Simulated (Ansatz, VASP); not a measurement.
# NiH3 in VASP and in Ansatz

```
Ni H
1.0
     2.66536    0.00000    0.00000
     0.00000    2.66536    0.00000
     0.00000    0.00000    2.66536
Ni H
1 3
Direct
  0.00000 0.00000 0.00000
  0.00000 0.50000 0.50000
  0.50000 0.00000 0.50000
  0.50000 0.50000 0.00000
```

Alike in both runs: functional PBE; k mesh 18 × 18 × 18; occupations gaussian, width 0.1 eV; no spin polarisation.

Ansatz relaxed the structure, and its values are those at the end. VASP's run is a single point on that final structure, the one shown.

|  | VASP | Ansatz |
| --- | --- | --- |
| version | VASP 6.6.1 | Ansatz 0.2.0 |
| potentials or method | VASP PAW PBE potentials, release 64 (Ni, H), cutoff 520 eV | scalar-relativistic, plane waves, PAW |
| valence electrons in the cell | 13 | 21 |

Ansatz gave:

| Quantity | Value |
| --- | --- |
| gap on the k mesh at the Fermi level (eV) | none |
| pressure (GPa) | 0.0 |

Task: Which values does VASP return?

Result: gap on the k mesh at the Fermi level (eV): none; pressure (GPa): -0.3.

A gap of «none» marks a metal or a gap that the smearing closes. The functional is the same, so the differences come from potentials, cutoffs and numerics. VASP's potentials hold 13 valence electrons a cell and Ansatz's 21, so a difference there can come from the potentials and not from the codes.
